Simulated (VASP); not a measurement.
A run of VASP 6.6.1 is set up as follows.

Contents of INCAR:

```
PREC = Accurate
ENCUT = 600
EDIFF = 1E-6
ISMEAR = 0
SIGMA = 0.1
LREAL = F
LASPH = T
NELM = 80
ALGO = Fast
ISIF = 3
LWAVE = F
LCHARG = F
GGA = PE
IBRION = 2
NSW = 100
EDIFFG = -0.01
```

Contents of KPOINTS:

```
Automatic mesh
0
Gamma
  8 8 8
```

File POSCAR:

```
Rb2Na
1.0
    0.0000000000      4.8974345409      4.8974345409
    4.8974345409      0.0000000000      4.8974345409
    4.8974345409      4.8974345409      0.0000000000
Rb Na
2 1
Direct
    0.2500000000      0.2500000000      0.2500000000
    0.7500000000      0.7500000000      0.7500000000
    0.0000000000      0.0000000000      0.0000000000
```

Potentials or basis: VASP PAW PBE potentials, release 64 (Rb_sv, Na_pv).

Launch:

```bash
$ cat potpaw_PBE.64/Rb_sv/POTCAR potpaw_PBE.64/Na_pv/POTCAR > POTCAR
$ mpirun -np 1 vasp_std > vasp.out
```

(1) What does it give for the relaxed volume?

(2) What does it give for the space group after relaxing (to 0.1 Å)?

## Answers

(1) 80.64 Å³/atom.

(2) Fm-3m (No. 225).
